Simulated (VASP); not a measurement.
Input of a VASP 6.6.1 run:

Contents of INCAR:

```
SYSTEM = Co
ALGO = Normal
EDIFF = 1E-7
ENCUT = 520
GGA = RE
ISIF = 2
ISMEAR = -1
ISPIN = 2
LASPH = .True.
LCHARG = .False.
LMAXMIX = 4
LORBIT = 11
LREAL = .False.
LWAVE = .False.
MAGMOM = -1.777 -1.777
NBANDS = 20
NELM = 150
PREC = Accurate
SIGMA = 0.05
```

KPOINTS

```
k-points
0
Gamma
  17 17 17
  0 0 0
```

File POSCAR:

```
Co
1.0
    0.0000000000      2.5605538495      2.5605538495
    2.5605538495      0.0000000000      2.5605538495
    2.5605538495      2.5605538495      0.0000000000
Co
2
Direct
    0.1250000000      0.1250000000      0.1250000000
    0.8750000000      0.8750000000      0.8750000000
```

Potentials or basis: VASP PAW PBE potentials, release 64 (Co).

Command:

```sh
$ cat potpaw_PBE.64/Co/POTCAR > POTCAR
$ mpirun -np 1 vasp_std > vasp.out
```

Q: Estimate the site moments.

A: Co -1.74 μB.

Q: Predict the net moment.

A: -3.48 μB per cell.

Q: Predict the pressure.

A: -0.5 GPa.

Caveat: the PAW data sets were made with another functional, which shifts forces and pressure a little.
